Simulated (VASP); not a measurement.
# TeO4 (I-43m) in VASP: further runs

TeO4 is run at these levels: PBE; tasks: single point, relaxation of cell and atoms.

All numbers are computed with VASP 6.6.1; they aren't measurements. Logs are shortened: lines on timing, memory, paths and dates and some standing lists are left out, and cuts for length are marked.

## 1. The cell of the first run

It takes space group I-43m (No. 217, cubic). The conventional cell has a = 5.372 Å, b = 5.372 Å, c = 5.372 Å, α = 90.00°, β = 90.00°, γ = 90.00°. Te (site symmetry -43m) has 4 O at 1.87 Å within 2.5 Å. Within 2.5 Å of O (site symmetry 3m) lie 1 Te at 1.87 Å.

The cell was generated, and may not be a known phase.

## 2. Single point, PBE

File INCAR:

```
PREC = Accurate
ENCUT = 600
EDIFF = 1E-6
ISMEAR = 0
SIGMA = 0.2
LREAL = F
LASPH = T
NELM = 120
ALGO = Normal
ISIF = 2
LWAVE = F
LCHARG = F
GGA = PE
NBANDS = 23
GGA_COMPAT = F
```

File KPOINTS:

```
regular mesh
0
Gamma
  4 4 4
```

File POSCAR:

```
TeO4
1.0
   -2.6861078536      2.6861078536      2.6861078536
    2.6861078536     -2.6861078536      2.6861078536
    2.6861078536      2.6861078536     -2.6861078536
Te O
1 4
Direct
    0.0000000000      0.0000000000      0.0000000000
    0.4010641094      0.4010641094      0.4010641094
    0.5989358906      0.0000000000      0.0000000000
    0.0000000000      0.0000000000      0.5989358906
    0.0000000000      0.5989358906      0.0000000000
```

Potentials or basis: VASP PAW PBE potentials, release 64 (Te, O).

On the command line:

```sh
$ cat potpaw_PBE.64/Te/POTCAR potpaw_PBE.64/O/POTCAR > POTCAR
$ mpirun -np 1 vasp_std > vasp.out
```

OUTCAR:

```text
PREC = Accurate
   ENCUT = 600
   EDIFF = 1E-6
   ISMEAR = 0
   LREAL = F
   LASPH = T
   NELM = 120
   ISIF = 2
   GGA = PE

 ion  position               nearest neighbor table
   1  0.000  0.000  0.000-   2 1.87   3 1.87   4 1.87   5 1.87   5 2.79   4 2.79   3 2.79   2 2.79

   2  0.401  0.401  0.401-   1 1.87   1 2.79
   3  0.599  0.000  0.000-   1 1.87   1 2.79
   4  0.000  0.000  0.599-   1 1.87   1 2.79
   5  0.000  0.599  0.000-   1 1.87   1 2.79

  LATTYP: Found a body centered cubic cell.
 ALAT       =     5.3722157072

  Lattice vectors:

 A1 = (  -2.6861078536,   2.6861078536,   2.6861078536)
 A2 = (   2.6861078536,  -2.6861078536,   2.6861078536)
 A3 = (   2.6861078536,   2.6861078536,  -2.6861078536)

Analysis of symmetry for initial positions (statically):
=====================================================================
 Subroutine PRICEL returns:
 Original cell was already a primitive cell.

 Routine SETGRP: Setting up the symmetry group for a
 body centered cubic supercell.

 Subroutine GETGRP returns: Found 24 space group operations
 (whereof 24 operations were pure point group operations)
 out of a pool of 48 trial point group operations.

The static configuration has the point symmetry T_d .

Analysis of symmetry for dynamics (positions and initial velocities):
=====================================================================
 Subroutine PRICEL returns:
 Original cell was already a primitive cell.

 Routine SETGRP: Setting up the symmetry group for a
 body centered cubic supercell.

 Subroutine GETGRP returns: Found 24 space group operations
 (whereof 24 operations were pure point group operations)
 out of a pool of 48 trial point group operations.

The dynamic configuration has the point symmetry T_d .

 Subroutine INISYM returns: Found 24 space group operations
 (whereof 24 operations are pure point group operations),
 and found     1 'primitive' translations

----------------------------------------------------------------------------------------

                                     Primitive cell

  volume of cell :      77.5230

  direct lattice vectors                    reciprocal lattice vectors
    -2.686107854  2.686107854  2.686107854     0.000000000  0.186142935  0.186142935
     2.686107854 -2.686107854  2.686107854     0.186142935  0.000000000  0.186142935
     2.686107854  2.686107854 -2.686107854     0.186142935  0.186142935  0.000000000

  length of vectors
     4.652475277  4.652475277  4.652475277     0.263245863  0.263245863  0.263245863

  position of ions in fractional coordinates (direct lattice)
     0.000000000  0.000000000  0.000000000
     0.401064109  0.401064109  0.401064109
     0.598935891  0.000000000  0.000000000
     0.000000000  0.000000000  0.598935891
     0.000000000  0.598935891  0.000000000

  ion indices of the primitive-cell ions
   primitive index   ion index
                 1           1
                 2           2
                 3           3
                 4           4
                 5           5

----------------------------------------------------------------------------------------

 KPOINTS: regular mesh

Automatic generation of k-mesh.
 Grid dimensions read from file:
 generate k-points for:    4    4    4

 Generating k-lattice:

  Cartesian coordinates                     Fractional coordinates (reciprocal lattice)
     0.000000000  0.046535734  0.046535734     0.250000000  0.000000000  0.000000000
     0.046535734  0.000000000  0.046535734     0.000000000  0.250000000  0.000000000
     0.046535734  0.046535734  0.000000000     0.000000000  0.000000000  0.250000000

  Length of vectors
     0.065811466  0.065811466  0.065811466

  Shift w.r.t. Gamma in fractional coordinates (k-lattice)
     0.000000000  0.000000000  0.000000000

 Subroutine IBZKPT returns following result:
 ===========================================

 Found      8 irreducible k-points:

 Following reciprocal coordinates:
            Coordinates               Weight
  0.000000  0.000000  0.000000      1.000000
  0.250000  0.000000  0.000000     12.000000
  0.500000  0.000000  0.000000      6.000000
  0.250000  0.250000  0.000000     24.000000
  0.250000  0.250000  0.250000      2.000000
 -0.250000  0.250000  0.250000      6.000000
  0.500000  0.500000  0.250000     12.000000
  0.500000  0.500000  0.500000      1.000000
   k-points           NKPTS =      8   k-points in BZ     NKDIM =      8   number of bands    NBANDS=     23
   number of dos      NEDOS =    301   number of ions     NIONS =      5
   total plane-waves  NPLWV =  64000
   dimension x,y,z NGX =    40 NGY =   40 NGZ =   40
   dimension x,y,z NGXF=    80 NGYF=   80 NGZF=   80
   ions per type =               1   4
   NGX,Y,Z   is equivalent  to a cutoff of  14.29, 14.29, 14.29 a.u.
   NGXF,Y,Z  is equivalent  to a cutoff of  28.59, 28.59, 28.59 a.u.
 SYSTEM =  unknown system
   PREC   = accura    normal or accurate (medium, high low for compatibility)
   ISTART =      0    job   : 0-new  1-cont  2-samecut
   ICHARG =      2    charge: 1-file 2-atom 10-const
   ISPIN  =      1    spin polarized calculation?
   LNONCOLLINEAR =      F non collinear calculations
   LSORBIT =      F    spin-orbit coupling
   LASPH  =      T    aspherical Exc in radial PAW
   ENCUT  =  600.0 eV  44.10 Ry    6.64 a.u.   9.29  9.29  9.29*2*pi/ulx,y,z
   NELM   =    120;   NELMIN=  2; NELMDL= -5     # of ELM steps
   EDIFF  = 0.1E-05   stopping-criterion for ELM
   LREAL  =      F    real-space projection
   EDIFFG = 0.1E-04   stopping-criterion for IOM
   NSW    =      0    number of steps for IOM
   IBRION =     -1    ionic relax: 0-MD 1-quasi-New 2-CG
   NFREE  =      0    steps in history (QN), initial steepest desc. (CG)
   ISIF   =      2    stress and relaxation
   ISYM   =      2    0-nonsym 1-usesym 2-fastsym
   POTIM  = 0.5000    time-step for ionic-motion
   TEBEG  =    0.0;   TEEND  =   0.0 temperature during run
   PSTRESS=    0.0 pullay stress
   NELECT =      30.0000    total number of electrons
   NUPDOWN=      -1.0000    fix difference up-down
   EMIN   =  10.00;   EMAX   =-10.00  energy-range for DOS
   EFERMI =   0.00;   METHOD = LEGACY
   ISMEAR =     0;   SIGMA  =   0.20  broadening in eV -4-tet -1-fermi 0-gaus
   EFERMI_NEDOS =   21; number of points for ismear=-14 and -15
   IALGO  =     38    algorithm
   IMIX   =      4    mixing-type and parameters
     AMIX     =   0.40;   BMIX     =  1.00
     AMIX_MAG =   1.60;   BMIX_MAG =  1.00
  volume/ion in A,a.u.               =      15.50       104.63
  Fermi-wavevector in a.u.,A,eV,Ry     =   1.192995  2.254433 19.364302  1.423236
  Thomas-Fermi vector in A             =   2.329020
   LORBIT       =      0    0 simple, 1 ext, 2 COOP (PROOUT), +10 PAW based schemes
   GGA     = PE    functional components
   LHFCALC =     F    Hartree Fock is set to
   AEXX    =    0.0000 exact exchange contribution
   IVDW    =     0    specifies the selected vdW correction
   LEPSILON=     F    determine dielectric tensor
   LRPA    =     F    only Hartree local field effects (RPA)
 non-spin polarized calculation
 Gauss-broadening in eV      SIGMA  =   0.20
  energy-cutoff  :      600.00
  volume of cell :       77.52
 maximum number of plane-waves:      2616
 NGX is ok and might be reduce to    40
   NGX = 19   NGY = 19   NGZ = 19

 number of electron      30.0000014 magnetization

 Free energy of the ion-electron system (eV)
  ---------------------------------------------------
  ext. energy  EPLUGINS =         0.00000000
  ---------------------------------------------------
  free energy    TOTEN  =       -22.14811349 eV

  energy without entropy =      -21.97262802  energy(sigma->0) =      -22.06037076

 E-fermi :   0.2506     XC(G=0):  -9.0291

 val. band max:        0.2209537599   @ k =   0.5000   0.0000   0.0000
 cond. band min:       0.2540222349   @ k =   0.2500   0.2500   0.0000
 fundamental gap:      0.0330684750
 Fermi energy:         0.2505679063

 k-point     1 :       0.0000    0.0000    0.0000
  band No.  band energies     occupation
      1     -18.7701      2.00000
      2     -16.1276      2.00000
      3     -16.1276      2.00000
      4     -16.1276      2.00000
      5      -6.9487      2.00000
      6      -4.7564      2.00000
[... 15 lines left out ...]
     22      11.9109      0.00000
     23      11.9109      0.00000

 k-point     2 :       0.2500    0.0000    0.0000
  band No.  band energies     occupation
      1     -18.5642      2.00000
      2     -16.3571      2.00000
      3     -16.2509      2.00000
      4     -16.1343      2.00000
      5      -7.5536      2.00000
      6      -4.7729      2.00000
[... 15 lines left out ...]
     22      12.3397      0.00000
     23      12.5437      0.00000

 k-point     3 :       0.5000    0.0000    0.0000
  band No.  band energies     occupation
      1     -18.2923      2.00000
      2     -16.6713      2.00000
      3     -16.3580      2.00000
      4     -16.1411      2.00000
      5      -7.8835      2.00000
      6      -4.7853      2.00000
[... 15 lines left out ...]
     22      12.3494      0.00000
     23      13.5841      0.00000

 k-point     4 :       0.2500    0.2500    0.0000
  band No.  band energies     occupation
      1     -18.3014      2.00000
      2     -16.5677      2.00000
      3     -16.4036      2.00000
      4     -16.1947      2.00000
      5      -7.8997      2.00000
      6      -4.4322      2.00000
[... 15 lines left out ...]
     22      12.6639      0.00000
     23      13.2313      0.00000

 k-point     5 :       0.2500    0.2500    0.2500
  band No.  band energies     occupation
      1     -18.2590      2.00000
      2     -16.4167      2.00000
      3     -16.4167      2.00000
      4     -16.4167      2.00000
      5      -7.7795      2.00000
      6      -3.8657      2.00000
[... 15 lines left out ...]
     22      12.6439      0.00000
     23      12.6439      0.00000

 k-point     6 :      -0.2500    0.2500    0.2500
  band No.  band energies     occupation
      1     -18.3570      2.00000
      2     -16.3903      2.00000
      3     -16.3903      2.00000
      4     -16.2970      2.00000
      5      -8.0374      2.00000
      6      -3.8502      2.00000
[... 15 lines left out ...]
     22      12.6235      0.00000
     23      13.2570      0.00000

 k-point     7 :       0.5000    0.5000    0.2500
  band No.  band energies     occupation
      1     -18.0780      2.00000
      2     -16.6528      2.00000
      3     -16.5083      2.00000
      4     -16.3278      2.00000
      5      -8.3315      2.00000
      6      -3.6369      2.00000
[... 15 lines left out ...]
     22      12.7076      0.00000
     23      13.8749      0.00000

 k-point     8 :       0.5000    0.5000    0.5000
  band No.  band energies     occupation
      1     -17.7736      2.00000
      2     -16.6342      2.00000
      3     -16.6342      2.00000
      4     -16.6342      2.00000
      5      -8.6168      2.00000
      6      -2.2987      2.00000
[... 15 lines left out ...]
     22      13.0733      0.00000
     23      15.0911      0.00000

------------------------ aborting loop because EDIFF is reached ----------------------------------------

  FORCE on cell =-STRESS in cart. coord.  units (eV):
  Direction    XX          YY          ZZ          XY          YZ          ZX
  --------------------------------------------------------------------------------------
  -------------------------------------------------------------------------------------
  Total       -0.0890949     -0.0890949     -0.0890949     -0.0000000     -0.0000000     -0.0000000
  in kB       -1.8413359     -1.8413359     -1.8413359     -0.0000000     -0.0000000     -0.0000000
  external PRESSURE =      -1.8413359 kB  Pullay stress =       0.0000000 kB

 VOLUME and BASIS-vectors are now :
 -----------------------------------------------------------------------------
  energy-cutoff  :      600.00
  volume of cell :       77.52
      direct lattice vectors                 reciprocal lattice vectors
    -2.686107854  2.686107854  2.686107854     0.000000000  0.186142935  0.186142935
     2.686107854 -2.686107854  2.686107854     0.186142935  0.000000000  0.186142935
     2.686107854  2.686107854 -2.686107854     0.186142935  0.186142935  0.000000000

 POSITION                                       TOTAL-FORCE (eV/Angst)
 -----------------------------------------------------------------------------------
      0.00000      0.00000      0.00000         0.000000     -0.000000      0.000000
      1.07730      1.07730      1.07730         0.153636      0.153636      0.153636
     -1.60881      1.60881      1.60881         0.153636     -0.153636     -0.153636
      1.60881      1.60881     -1.60881        -0.153636     -0.153636      0.153636
      1.60881     -1.60881      1.60881        -0.153636      0.153636     -0.153636
 -----------------------------------------------------------------------------------
    total drift:                                0.000001      0.000001      0.000000

  FREE ENERGIE OF THE ION-ELECTRON SYSTEM (eV)
  ---------------------------------------------------
  free  energy   TOTEN  =       -22.1481134862 eV

  energy  without entropy=      -21.9726280244  energy(sigma->0) =      -22.06037076
```

Wall time 36 s (1 thread of Intel Xeon 8259CL, shared host); peak memory 0.24 GiB.

Results:

* Free energy: -22.1481 eV
* Pressure: -0.2 GPa
* Largest force: 0.266 eV/Å
* Band gap on the k mesh: zero (bands 15 and 16 overlap by 0.84 eV)

Forces in eV/Å, atoms in the order of the input:
```
Te   0.000  0.000  0.000
O    0.154  0.154  0.154
O    0.154 -0.154 -0.154
O   -0.154 -0.154  0.154
O   -0.154  0.154 -0.154
```

Caveat: the k points lie up to 0.41 Å⁻¹ apart, too coarse for converged energies and pressures of a metal; spin-orbit coupling is left out, which moves the levels of the heavy elements.

## 3. Relaxation of cell and atoms, PBE

This run uses another cell than the first one, of 17.81 Å³/atom.

File INCAR:

```
ALGO     = Normal         # electronic algorithm
EDIFF    = 1E-7           # SCF threshold, eV
EDIFFG   = -0.08          # ionic threshold
ENCUT    = 600            # plane-wave cutoff, eV
GGA      = PE             # functional
GGA_COMPAT= F            
IBRION   = 2              # ionic algorithm
ISIF     = 3              # what is computed and relaxed
ISMEAR   = 0              # smearing method
LASPH    = T              # aspherical terms in the spheres
LCHARG   = F              # write CHGCAR
LREAL    = F              # projectors in reciprocal space
LWAVE    = F              # write WAVECAR
NELM     = 120            # most SCF steps
NELMIN   = 4            
NSW      = 36             # ionic steps
PREC     = Accurate       # precision mode
SIGMA    = 0.2            # smearing width, eV
```

File KPOINTS:

```
k-points
0
Gamma
  4 4 4
```

File POSCAR:

```
TeO4
1.0
   -2.8131605400      2.8131605400      2.8131605400
    2.8131605400     -2.8131605400      2.8131605400
    2.8131605400      2.8131605400     -2.8131605400
Te O
1 4
Direct
    0.0000000000      0.0000000000      0.0000000000
    0.3495999900      0.3495999900      0.3495999900
    0.6504000100      0.0000000000      0.0000000000
    0.0000000000      0.0000000000      0.6504000100
    0.0000000000      0.6504000100      0.0000000000
```

Potentials or basis: VASP PAW PBE potentials, release 64 (Te, O).

On the command line:

```sh
$ cat potpaw_PBE.64/Te/POTCAR potpaw_PBE.64/O/POTCAR > POTCAR
$ mpirun -np 1 vasp_std > vasp.out
```

It took 7.3 min on 1 thread of Intel Xeon 8259CL, shared host; peak memory 0.25 GiB.

Results (log left out):

```yaml
Free_energy: -22.2193 eV
Relaxed_volume: 14.21 Å³/atom
Relaxed_cell: a = 4.519 Å, b = 4.519 Å, c = 4.519 Å, α = 109.47°, β = 109.47°, γ = 109.47°
Space_group_after_relaxing_to_0.1_Å: I-43m (No. 217)
Pressure_after_relaxing: 0.2 GPa
Largest_force_after_relaxing: 0.080 eV/Å
Band_gap_on_the_k_mesh: zero (bands 15 and 16 overlap by 1.08 eV)
```

Forces in eV/Å, atoms in the order of the input:
```
Te   0.000  0.000  0.000
O    0.046  0.046  0.046
O    0.046 -0.046 -0.046
O   -0.046 -0.046  0.046
O   -0.046  0.046 -0.046
```

Final structure:
```cif
data_structure
_symmetry_space_group_name_H-M 'P 1'
_symmetry_Int_Tables_number 1
_cell_length_a 4.5188
_cell_length_b 4.5188
_cell_length_c 4.5188
_cell_angle_alpha 109.471
_cell_angle_beta 109.471
_cell_angle_gamma 109.471
_cell_volume 71.03
loop_
_atom_site_label
_atom_site_type_symbol
_atom_site_fract_x
_atom_site_fract_y
_atom_site_fract_z
_atom_site_occupancy
Te1 Te 0.00000 0.00000 0.00000 1
O1 O 0.41476 0.41476 0.41476 1
O2 O 0.58524 0.00000 0.00000 1
O3 O 0.00000 0.00000 0.58524 1
O4 O 0.00000 0.58524 0.00000 1
```

Levels at points of the mesh, in eV from the Fermi level:
```
           k point  band 12  band 13  band 14  band 15  band 16  band 17
(0.00, 0.00, 0.00)    -0.20    -0.20    -0.20     0.15     0.15     1.38
(0.50, 0.00, 0.00)    -1.21    -0.56    -0.44    -0.39    -0.07     3.16
(0.50, 0.50, 0.50)    -1.60    -1.60     0.38     0.38     0.38     4.66
```

Caveat: the k points lie up to 0.43 Å⁻¹ apart in the final cell, too coarse for converged energies and pressures of a metal; the volume moved by over 15 % at a fixed basis, so the end points are rough; spin-orbit coupling is left out, which moves the levels of the heavy elements; the relaxation stopped at a loose force limit of 0.08 eV/Å, so its end isn't a converged minimum.

The gap in the log of VASP goes by the Fermi energy; the results here count the filled bands.